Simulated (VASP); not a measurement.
# Al: single point with PBEsol

Al, a slab with vacuum:

```
Al
1.0
     5.72757    0.00000    0.00000
     2.86378    4.96022    0.00000
     0.00000    0.00000   17.67654
Al
13
Cartesian
  1.4319 0.8267 1.0000
  4.2957 0.8267 1.0000
  2.8638 3.3068 1.0000
  5.7276 3.3068 1.0000
  -0.0007 1.6606 3.3170
  2.8631 1.6827 3.3328
  1.4326 4.1686 3.3429
  4.2936 4.1686 3.3430
  -0.0009 -0.1067 5.7975
  2.8628 0.0846 5.7981
  1.3323 2.4890 5.5894
  4.3935 2.4889 5.5895
  2.8628 2.4173 7.7301
```

```json
{"Program": "VASP 6.6.1", "Task": "single point", "Functional": "PBEsol", "Potentials or basis": "VASP PAW PBE potentials, release 64 (Al)", "Cutoff": "520 eV", "k mesh": "3 × 3 × 1", "Occupations": "gaussian, width 0.15 eV", "Spin": "no spin polarisation", "Dipole correction": "no", "Further INCAR settings": "ALGO = Normal; EDIFF = 1e-06; NBANDS = 32"}
```

```json
{
  "Largest force": "0.121 eV/Å",
  "Band gap on the k mesh": "zero (an odd number of electrons rules out a gap without spin polarisation)"
}
```

Forces in eV/Å, atoms in the order of the input:
```
Al   0.116 -0.024  0.021
Al  -0.116 -0.024  0.021
Al  -0.001 -0.048 -0.012
Al   0.000  0.098 -0.010
Al   0.000  0.008 -0.034
Al   0.000  0.005 -0.001
Al  -0.004  0.003 -0.011
Al   0.004  0.003 -0.011
Al   0.000 -0.011  0.018
Al   0.000 -0.007  0.001
Al   0.003  0.029  0.013
Al  -0.003  0.029  0.013
Al   0.000 -0.062 -0.009
```

Levels at points of the mesh, in eV from the Fermi level:
| k point | band 15 | band 16 | band 17 | band 18 | band 19 | band 20 | band 21 | band 22 | band 23 | band 24 |
| --- | --- | --- | --- | --- | --- | --- | --- | --- | --- | --- |
| (0.00, 0.00, 0.00) | -2.56 | -2.46 | -1.51 | -0.83 | -0.66 | -0.42 | -0.20 | -0.13 | -0.04 | 1.13 |

Run time: 2.1 min on 1 thread of AMD EPYC 9R45 (Zen 5), with other jobs on the host, peak memory 0.58 GiB.

Caveat: the k points lie up to 0.42 Å⁻¹ apart, too coarse for converged energies and pressures of a metal; there is no dipole correction, which matters where the two faces differ; the PAW data sets were made with another functional, which shifts forces and pressure a little.
